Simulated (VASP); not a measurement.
Runs of VASP 6.6.1 on Pt. The structure is hexagonal, space group P6_3/mmc (No. 194). Conventional cell: a = 2.761 Å, b = 2.761 Å, c = 4.792 Å, α = 90.00°, β = 90.00°, γ = 120.00°. Within 3.6 Å of Pt (site symmetry -6m2) lie 12 Pt at 2.76 to 2.88 Å. This isn't the form of Pt at room conditions, which is fcc.

| fixed moment (μB) | pressure (GPa) | moment (μB) |
| --- | --- | --- |
| 0.3 | -1.2 | 0.30 |
| - | -1.3 | (a) |
| 0.1 | -1.3 | 0.10 |
| 1.0 | -0.2 | 1.00 |

Alike in all rows: task single point; level PBE; potentials or basis VASP PAW PBE potentials, release 64 (Pt); cell as given; k mesh 12 × 12 × 6; cutoff (eV) 520; smearing fermi-dirac 0.03 eV.

Fill in the values left out.

(a) 0.00.

Caveats: the total moment is fixed, so each spin has its own Fermi level and the state may be an excited one (at least some runs).
